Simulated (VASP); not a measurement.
Input of a VASP 6.6.1 run:

Contents of INCAR:

```
PREC = Accurate ; ENCUT = 500
EDIFF = 1E-6 ; ISMEAR = 1
SIGMA = 0.171 ; LREAL = F
LASPH = T ; NELM = 120
ALGO = Normal ; ISIF = 2
LWAVE = F ; LCHARG = F
GGA = PE ; NBANDS = 26
GGA_COMPAT = F
```

File KPOINTS:

```
Automatic mesh
0
Gamma
  5 5 3
```

File POSCAR:

```
CdS
1.0
    4.1347992000      0.0000000000      0.0000000000
   -2.0673996000      3.5808411500      0.0000000000
    0.0000000000      0.0000000000      6.7490000000
Cd S
2 2
Direct
    0.3333333300      0.6666666700      0.0000000000
    0.6666666700      0.3333333300      0.5000000000
    0.3333333300      0.6666666700      0.3850000000
    0.6666666700      0.3333333300      0.8850000000
```

Potentials or basis: VASP PAW PBE potentials, release 64 (Cd, S).

Run with:

```bash
$ cat potpaw_PBE.64/Cd/POTCAR potpaw_PBE.64/S/POTCAR > POTCAR
$ mpirun -np 1 vasp_std > vasp.out
```

**Question.** Estimate the largest force.

**Answer.** 0.272 eV/Å.

**Question.** Predict the band gap on the k mesh.

**Answer.** 1.23 eV.

**Question.** Estimate the pressure.

**Answer.** 2.9 GPa.

Forces on the atoms (eV/Å):
```
Cd   0.000  0.000  0.272
Cd   0.000  0.000  0.272
S    0.000  0.000 -0.272
S    0.000  0.000 -0.272
```

A hybrid or GW would open this gap; PBE tends to underestimate it.
